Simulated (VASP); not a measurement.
Here is a VASP 6.6.1 calculation.

The input INCAR:

```
  PREC = Accurate
  ENCUT = 520
  EDIFF = 1E-6
  ISMEAR = 0
  SIGMA = 0.1
  LREAL = F
  LASPH = T
  NELM = 80
  ALGO = Normal
  ISIF = 2
  LWAVE = F
  LCHARG = T
  GGA = PS
  LELF = T
  LVHAR = T
  NBANDS = 25
```

The input KPOINTS:

```
regular mesh
0
Gamma
  12 12 12
```

Contents of POSCAR:

```
As2Se
1.0
   -3.5294180000      3.5294180000      2.6535710000
    3.5294180000     -3.5294180000      2.6535710000
    3.5294180000      3.5294180000     -2.6535710000
As Se
4 2
Direct
    0.8750000000      0.1250000000      0.7500000000
    0.3750000000      0.1250000000      0.2500000000
    0.8750000000      0.6250000000      0.7500000000
    0.8750000000      0.1250000000      0.2500000000
    0.5000000000      0.5000000000      0.0000000000
    0.2500000000      0.7500000000      0.5000000000
```

Potentials or basis: VASP PAW PBE potentials, release 64 (As, Se).

Command:

```console
$ cat potpaw_PBE.64/As/POTCAR potpaw_PBE.64/Se/POTCAR > POTCAR
$ mpirun -np 1 vasp_std > vasp.out
```

Task: Estimate the pressure.

Result: -3.2 GPa.

Task: Estimate the band gap on the k mesh.

Result: Zero (band 16 reaches 4.95 eV, above the bottom of band 17 at 4.33 eV).

Stress tensor (GPa, compression positive):
```
-3.02  0.00  0.00
 0.00 -3.02  0.00
 0.00  0.00 -3.64
```

Caveat: the PAW data sets were made with another functional, which shifts forces and pressure a little.
